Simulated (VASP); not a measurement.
Input of a VASP 6.6.1 run:

INCAR

```
SYSTEM = YPb3
PREC = Accurate
ENCUT = 520
EDIFF = 1E-6
ISMEAR = -1
SIGMA = 0.08
LREAL = .False.
LASPH = .True.
NELM = 80
ALGO = Normal
ISIF = 2
LWAVE = .False.
LCHARG = .False.
GGA = PS
NBANDS = 34
```

The input KPOINTS:

```
regular mesh
0
Gamma
  8 8 8
  0 0 0
```

Contents of POSCAR:

```
YPb3
1.0
    4.7245438023      0.0000000000      0.0000000000
    0.0000000000      4.7245438023      0.0000000000
    0.0000000000      0.0000000000      4.7245438023
Y Pb
1 3
Direct
    0.0000000000      0.0000000000      0.0000000000
    0.0000000000      0.5000000000      0.5000000000
    0.5000000000      0.0000000000      0.5000000000
    0.5000000000      0.5000000000      0.0000000000
```

Potentials or basis: VASP PAW PBE potentials, release 64 (Y_sv, Pb_d).

Command:

```sh
$ cat potpaw_PBE.64/Y_sv/POTCAR potpaw_PBE.64/Pb_d/POTCAR > POTCAR
$ mpirun -np 1 vasp_std > vasp.out
```

(1) Predict the pressure.

Answers

(1) 3.3 GPa.

Caveat: the PAW data sets were made with another functional, which shifts forces and pressure a little.
